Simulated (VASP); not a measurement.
The system is HCl.

```
H Cl
1.0
     0.00000    2.74500    2.74500
     2.74500    0.00000    2.74500
     2.74500    2.74500    0.00000
H Cl
1 1
Direct
  0.00000 0.00000 0.00000
  0.50000 0.50000 0.50000
```

```yaml
Program: VASP 6.6.1
Task: relaxation of cell and atoms
Functional: r2SCAN
Potentials_or_basis: VASP PAW PBE potentials, release 64 (H, Cl)
Cutoff: 600 eV
k_mesh: 6 × 6 × 6, shifted
Occupations: methfessel-paxton, width 0.001 eV
Spin: no spin polarisation
```

At the start: pressure -10.0 GPa; volume 20.68 Å³/atom.

Problem. How do energy, volume and symmetry change on relaxing?

Solution. Over 8 steps the energy falls by 486.3 meV/atom and the volume is 11.51 Å³/atom (-44.3 %); space group Fm-3m (No. 225, to 0.05 Å).

The path:
```tsv
step	energy change (eV)	largest force (eV/Å)	pressure (GPa)	volume (Å³)
1	0.0000	0.0000	-10.01	41.37
2	-0.4690	0.0000	-10.39	34.10
3	-0.5503	0.0000	30.01	17.50
4	-0.8942	0.0000	-6.13	26.53
5	-0.9673	0.0000	2.29	22.28
6	-0.9721	0.0000	-0.59	23.25
7	-0.9725	0.0000	0.22	22.95
8	-0.9725	0.0000	0.01	23.02
```

Final structure:
```cif
data_structure
_symmetry_space_group_name_H-M 'P 1'
_symmetry_Int_Tables_number 1
_cell_length_a 3.1932
_cell_length_b 3.1932
_cell_length_c 3.1932
_cell_angle_alpha 60.000
_cell_angle_beta 60.000
_cell_angle_gamma 60.000
_cell_volume 23.02
loop_
_atom_site_label
_atom_site_type_symbol
_atom_site_fract_x
_atom_site_fract_y
_atom_site_fract_z
_atom_site_occupancy
H1 H 0.00000 0.00000 0.00000 1
Cl1 Cl 0.50000 0.50000 0.50000 1
```

Caveat: the volume moved by over 15 % at a fixed basis, so the end points are rough; the PAW data sets were made with another functional, which shifts forces and pressure a little; the volume moved by -44 % from the deposited cell, more than functionals usually miss.
